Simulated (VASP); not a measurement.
Runs of VASP 6.6.1 on Hg. The structure is that of space group R-3m (No. 166), or close to it. The cells are those of the table. 

```csv
cell,gap on the mesh (eV),pressure (GPa)
"a = 2.970 Å, angles 69.6°, 1 atom",none,0.7
"a = 2.956 Å, angles 70.5°, 1 atom",none,(b)
"a = 3.017 Å, angles 70.5°, 1 atom",none,-1.9
"a = 2.984 Å, angles 70.1°, 1 atom",none,(a)
"a = 2.987 Å, angles 70.5°, 1 atom",none,-0.6
"a = 3.010 Å, angles 71.0°, 1 atom",none,-1.7
"a = 3.056 Å, angles 70.5°, 1 atom",none,-3.2
```

Alike in all rows: task electric field gradients; level LDA; potentials or basis VASP PAW LDA potentials, release 64 (Hg); no spin polarisation; k mesh 12 × 12 × 12; cutoff (eV) 520; smearing fermi-dirac 0.03 eV.

Task: Estimate the missing entries.

Result: (a) -0.3; (b) 1.1.

Caveats: spin-orbit coupling is left out, which moves the levels of the heavy elements; the cell stands under tension (at least some runs).

A k mesh can miss the band edges, and the runs leave out spin-orbit coupling on Hg.

A gap of «none» marks levels without a gap at the run's occupations.
